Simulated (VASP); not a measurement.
# Mg2Sn (Fm-3m) in VASP: single point with PBEsol

Aim: the single point of Mg2Sn with PBEsol.

Everything below comes from runs of VASP 6.6.1. Logs are shortened: lines on timing, memory, paths and dates and some standing lists are left out, and cuts for length are marked.

### 1 The cell of the first run

The structure is cubic, space group Fm-3m (No. 225). The conventional cell has a = 6.483 Å, b = 6.483 Å, c = 6.483 Å, α = 90.00°, β = 90.00°, γ = 90.00°. Within 3.7 Å of Mg (site symmetry -43m) lie 4 Sn at 2.81 Å and 6 Mg at 3.24 Å. Sn (site symmetry m-3m) has 8 Mg at 2.81 Å within 3.7 Å.

### 2 Single point, PBEsol (Si replaced by Sn, lengths x 1.043, strained)

INCAR reads:

```
SYSTEM = Mg2Sn
ALGO = Normal
EDIFF = 1E-6
ENCUT = 600
GGA = PS
GGA_COMPAT = .False.
ISIF = 2
ISMEAR = 0
LASPH = .True.
LCHARG = .False.
LREAL = .False.
LWAVE = .False.
NBANDS = 16
NELM = 120
PREC = Accurate
SIGMA = 0.1
```

KPOINTS reads:

```
k-points
0
Gamma
  12 12 12
  0 0 0
```

POSCAR reads:

```
Mg2Sn
1.0
    0.0000000000      3.2413942779      3.2413942779
    3.2413942779      0.0000000000      3.2413942779
    3.2413942779      3.2413942779      0.0000000000
Mg Sn
2 1
Direct
    0.2500000000      0.2500000000      0.2500000000
    0.7500000000      0.7500000000      0.7500000000
    0.0000000000      0.0000000000      0.0000000000
```

Potentials or basis: VASP PAW PBE potentials, release 64 (Mg, Sn_d).

The run is started by

```sh
$ cat potpaw_PBE.64/Mg/POTCAR potpaw_PBE.64/Sn_d/POTCAR > POTCAR
$ mpirun -np 1 vasp_std > vasp.out
```

OUTCAR:

```text
SYSTEM = Mg2Sn
   EDIFF = 1E-6
   ENCUT = 600
   GGA = PS
   ISIF = 2
   ISMEAR = 0
   LASPH = .True.
   LREAL = .False.
   NELM = 120
   PREC = Accurate

 ion  position               nearest neighbor table
   1  0.250  0.250  0.250-   3 2.81   3 2.81   3 2.81   3 2.81   2 3.24   2 3.24   2 3.24   2 3.24
                             2 3.24   2 3.24
   2  0.750  0.750  0.750-   3 2.81   3 2.81   3 2.81   3 2.81   1 3.24   1 3.24   1 3.24   1 3.24
                             1 3.24   1 3.24
   3  0.000  0.000  0.000-   2 2.81   2 2.81   2 2.81   1 2.81   2 2.81   1 2.81   1 2.81   1 2.81

  LATTYP: Found a face centered cubic cell.
 ALAT       =     6.4827885558

  Lattice vectors:

 A1 = (   0.0000000000,   3.2413942779,   3.2413942779)
 A2 = (   3.2413942779,   0.0000000000,   3.2413942779)
 A3 = (   3.2413942779,   3.2413942779,   0.0000000000)

Analysis of symmetry for initial positions (statically):
=====================================================================
 Subroutine PRICEL returns:
 Original cell was already a primitive cell.

 Routine SETGRP: Setting up the symmetry group for a
 face centered cubic supercell.

 Subroutine GETGRP returns: Found 48 space group operations
 (whereof 48 operations were pure point group operations)
 out of a pool of 48 trial point group operations.

The static configuration has the point symmetry O_h .

Analysis of symmetry for dynamics (positions and initial velocities):
=====================================================================
 Subroutine PRICEL returns:
 Original cell was already a primitive cell.

 Routine SETGRP: Setting up the symmetry group for a
 face centered cubic supercell.

 Subroutine GETGRP returns: Found 48 space group operations
 (whereof 48 operations were pure point group operations)
 out of a pool of 48 trial point group operations.

The dynamic configuration has the point symmetry O_h .

 Subroutine INISYM returns: Found 48 space group operations
 (whereof 48 operations are pure point group operations),
 and found     1 'primitive' translations

----------------------------------------------------------------------------------------

                                     Primitive cell

  volume of cell :      68.1123

  direct lattice vectors                    reciprocal lattice vectors
     0.000000000  3.241394278  3.241394278    -0.154254607  0.154254607  0.154254607
     3.241394278  0.000000000  3.241394278     0.154254607 -0.154254607  0.154254607
     3.241394278  3.241394278  0.000000000     0.154254607  0.154254607 -0.154254607

  length of vectors
     4.584023749  4.584023749  4.584023749     0.267176816  0.267176816  0.267176816

  position of ions in fractional coordinates (direct lattice)
     0.250000000  0.250000000  0.250000000
     0.750000000  0.750000000  0.750000000
     0.000000000  0.000000000  0.000000000

  ion indices of the primitive-cell ions
   primitive index   ion index
                 1           1
                 2           2
                 3           3

----------------------------------------------------------------------------------------

 KPOINTS: k-points

Automatic generation of k-mesh.
 Grid dimensions read from file:
 generate k-points for:   12   12   12

 Generating k-lattice:

  Cartesian coordinates                     Fractional coordinates (reciprocal lattice)
    -0.012854551  0.012854551  0.012854551     0.083333333  0.000000000  0.000000000
     0.012854551 -0.012854551  0.012854551     0.000000000  0.083333333  0.000000000
     0.012854551  0.012854551 -0.012854551     0.000000000  0.000000000  0.083333333

  Length of vectors
     0.022264735  0.022264735  0.022264735

  Shift w.r.t. Gamma in fractional coordinates (k-lattice)
     0.000000000  0.000000000  0.000000000

 Subroutine IBZKPT returns following result:
 ===========================================

 Found     72 irreducible k-points:

 Following reciprocal coordinates:
            Coordinates               Weight
  0.000000  0.000000  0.000000      1.000000
  0.083333  0.000000  0.000000      8.000000
  0.166667  0.000000  0.000000      8.000000
  0.250000  0.000000  0.000000      8.000000
  0.333333  0.000000  0.000000      8.000000
  0.416667  0.000000  0.000000      8.000000
[... 16 lines left out ...]
  0.500000  0.166667  0.000000     24.000000
 -0.416667  0.166667  0.000000     24.000000
 [... further k-points ...]
   k-points           NKPTS =     72   k-points in BZ     NKDIM =     72   number of bands    NBANDS=     16
   number of dos      NEDOS =    301   number of ions     NIONS =      3
   total plane-waves  NPLWV =  64000
   dimension x,y,z NGX =    40 NGY =   40 NGZ =   40
   dimension x,y,z NGXF=    80 NGYF=   80 NGZF=   80
   ions per type =               2   1
   NGX,Y,Z   is equivalent  to a cutoff of  14.51, 14.51, 14.51 a.u.
   NGXF,Y,Z  is equivalent  to a cutoff of  29.01, 29.01, 29.01 a.u.
 SYSTEM =  Mg2Sn
   PREC   = accura    normal or accurate (medium, high low for compatibility)
   ISTART =      0    job   : 0-new  1-cont  2-samecut
   ICHARG =      2    charge: 1-file 2-atom 10-const
   ISPIN  =      1    spin polarized calculation?
   LNONCOLLINEAR =      F non collinear calculations
   LSORBIT =      F    spin-orbit coupling
   LASPH  =      T    aspherical Exc in radial PAW
   ENCUT  =  600.0 eV  44.10 Ry    6.64 a.u.   9.16  9.16  9.16*2*pi/ulx,y,z
   NELM   =    120;   NELMIN=  2; NELMDL= -5     # of ELM steps
   EDIFF  = 0.1E-05   stopping-criterion for ELM
   LREAL  =      F    real-space projection
   EDIFFG = 0.1E-04   stopping-criterion for IOM
   NSW    =      0    number of steps for IOM
   IBRION =     -1    ionic relax: 0-MD 1-quasi-New 2-CG
   NFREE  =      0    steps in history (QN), initial steepest desc. (CG)
   ISIF   =      2    stress and relaxation
   ISYM   =      2    0-nonsym 1-usesym 2-fastsym
   POTIM  = 0.5000    time-step for ionic-motion
   TEBEG  =    0.0;   TEEND  =   0.0 temperature during run
   PSTRESS=    0.0 pullay stress
   NELECT =      18.0000    total number of electrons
   NUPDOWN=      -1.0000    fix difference up-down
   EMIN   =  10.00;   EMAX   =-10.00  energy-range for DOS
   EFERMI =   0.00;   METHOD = LEGACY
   ISMEAR =     0;   SIGMA  =   0.10  broadening in eV -4-tet -1-fermi 0-gaus
   EFERMI_NEDOS =   21; number of points for ismear=-14 and -15
   IALGO  =     38    algorithm
   IMIX   =      4    mixing-type and parameters
     AMIX     =   0.40;   BMIX     =  1.00
     AMIX_MAG =   1.60;   BMIX_MAG =  1.00
  volume/ion in A,a.u.               =      22.70       153.21
  Fermi-wavevector in a.u.,A,eV,Ry     =   1.050567  1.985284 15.016632  1.103691
  Thomas-Fermi vector in A             =   2.185575
   LORBIT       =      0    0 simple, 1 ext, 2 COOP (PROOUT), +10 PAW based schemes
   GGA     = PS    functional components
   LHFCALC =     F    Hartree Fock is set to
   AEXX    =    0.0000 exact exchange contribution
   IVDW    =     0    specifies the selected vdW correction
   LEPSILON=     F    determine dielectric tensor
   LRPA    =     F    only Hartree local field effects (RPA)
 non-spin polarized calculation
 Gauss-broadening in eV      SIGMA  =   0.10
  energy-cutoff  :      600.00
  volume of cell :       68.11
 maximum number of plane-waves:      2301
 NGX is ok and might be reduce to    40
   NGX = 19   NGY = 19   NGZ = 19

 number of electron      18.0000003 magnetization

 Free energy of the ion-electron system (eV)
  ---------------------------------------------------
  ext. energy  EPLUGINS =         0.00000000
  ---------------------------------------------------
  free energy    TOTEN  =        -8.17689994 eV

  energy without entropy =       -8.17574318  energy(sigma->0) =       -8.17632156

 E-fermi :   5.1262     XC(G=0):  -9.3356

 val. band max:        5.1225490476   @ k =   0.0000   0.0000   0.0000
 cond. band min:       5.2075078086   @ k =   0.5000   0.5000   0.0000
 fundamental gap:      0.0849587610
 Fermi energy:         5.1262498616

 k-point     1 :       0.0000    0.0000    0.0000
  band No.  band energies     occupation
      1     -15.8318      2.00000
      2     -15.8318      2.00000
      3     -15.8318      2.00000
      4     -15.7769      2.00000
      5     -15.7769      2.00000
      6      -4.6093      2.00000
[... 8 lines left out ...]
     15      10.8037      0.00000
     16      10.8037      0.00000

 k-point     2 :       0.0833    0.0000    0.0000
  band No.  band energies     occupation
      1     -15.8317      2.00000
      2     -15.8314      2.00000
      3     -15.8314      2.00000
      4     -15.7769      2.00000
      5     -15.7769      2.00000
      6      -4.5451      2.00000
[... 8 lines left out ...]
     15      10.1722      0.00000
     16      10.4459      0.00000

 k-point     3 :       0.1667    0.0000    0.0000
  band No.  band energies     occupation
      1     -15.8315      2.00000
      2     -15.8304      2.00000
      3     -15.8304      2.00000
      4     -15.7767      2.00000
      5     -15.7767      2.00000
      6      -4.3557      2.00000
[... 8 lines left out ...]
     15       9.6882      0.00000
     16      10.5288      0.00000

 k-point     4 :       0.2500    0.0000    0.0000
  band No.  band energies     occupation
      1     -15.8313      2.00000
      2     -15.8290      2.00000
      3     -15.8290      2.00000
      4     -15.7765      2.00000
      5     -15.7765      2.00000
      6      -4.0541      2.00000
[... 8 lines left out ...]
     15       9.9146      0.00000
     16      10.5196      0.00000
[... 324 lines left out ...]
 k-point    22 :       0.4167    0.1667    0.0000
  band No.  band energies     occupation
      1     -15.8321      2.00000
      2     -15.8263      2.00000
      3     -15.8252      2.00000
      4     -15.7778      2.00000
      5     -15.7745      2.00000
      6      -3.3432      2.00000
[... 8 lines left out ...]
     15      12.4354      0.00000
     16      13.2301      0.00000

 k-point    23 :       0.5000    0.1667    0.0000
  band No.  band energies     occupation
      1     -15.8309      2.00000
      2     -15.8264      2.00000
      3     -15.8248      2.00000
      4     -15.7772      2.00000
      5     -15.7748      2.00000
      6      -3.0288      2.00000
[... 8 lines left out ...]
     15      12.4997      0.00000
     16      13.2841      0.00000

 k-point    24 :      -0.4167    0.1667    0.0000
  band No.  band energies     occupation
      1     -15.8299      2.00000
      2     -15.8269      2.00000
      3     -15.8251      2.00000
      4     -15.7765      2.00000
      5     -15.7754      2.00000
      6      -2.9758      2.00000
[... 8 lines left out ...]
     15      11.3322      0.00000
     16      12.1581      0.00000

 [... further k-points ...]

------------------------ aborting loop because EDIFF is reached ----------------------------------------

  FORCE on cell =-STRESS in cart. coord.  units (eV):
  Direction    XX          YY          ZZ          XY          YZ          ZX
  --------------------------------------------------------------------------------------
  -------------------------------------------------------------------------------------
  Total        2.8221744      2.8221744      2.8221744      0.0000000      0.0000000     -0.0000000
  in kB       66.3848317     66.3848317     66.3848317      0.0000000      0.0000000     -0.0000000
  external PRESSURE =      66.3848317 kB  Pullay stress =       0.0000000 kB

 VOLUME and BASIS-vectors are now :
 -----------------------------------------------------------------------------
  energy-cutoff  :      600.00
  volume of cell :       68.11
      direct lattice vectors                 reciprocal lattice vectors
     0.000000000  3.241394278  3.241394278    -0.154254607  0.154254607  0.154254607
     3.241394278  0.000000000  3.241394278     0.154254607 -0.154254607  0.154254607
     3.241394278  3.241394278  0.000000000     0.154254607  0.154254607 -0.154254607

 POSITION                                       TOTAL-FORCE (eV/Angst)
 -----------------------------------------------------------------------------------
      1.62070      1.62070      1.62070         0.000000      0.000000      0.000000
      4.86209      4.86209      4.86209        -0.000000     -0.000000     -0.000000
      0.00000      0.00000      0.00000         0.000000      0.000000      0.000000
 -----------------------------------------------------------------------------------
    total drift:                               -0.000000      0.000000     -0.000000

  FREE ENERGIE OF THE ION-ELECTRON SYSTEM (eV)
  ---------------------------------------------------
  free  energy   TOTEN  =        -8.1768999414 eV

  energy  without entropy=       -8.1757431803  energy(sigma->0) =       -8.17632156
```

It used 280 s of CPU time on 1 thread of AMD EPYC 7R13 Processor (Zen 3) (shared host).

Results:

* Free energy: -8.1769 eV
* Pressure: 6.6 GPa
* Band gap on the k mesh: zero (band 9 reaches 5.12 eV, above the bottom of band 10 at 5.09 eV)

Caveat: the cell differs from its parent crystal (Si replaced by Sn, lengths x 1.043, strained); the PAW data sets were made with another functional, which shifts forces and pressure a little; spin-orbit coupling is left out, which moves the levels of the heavy elements.
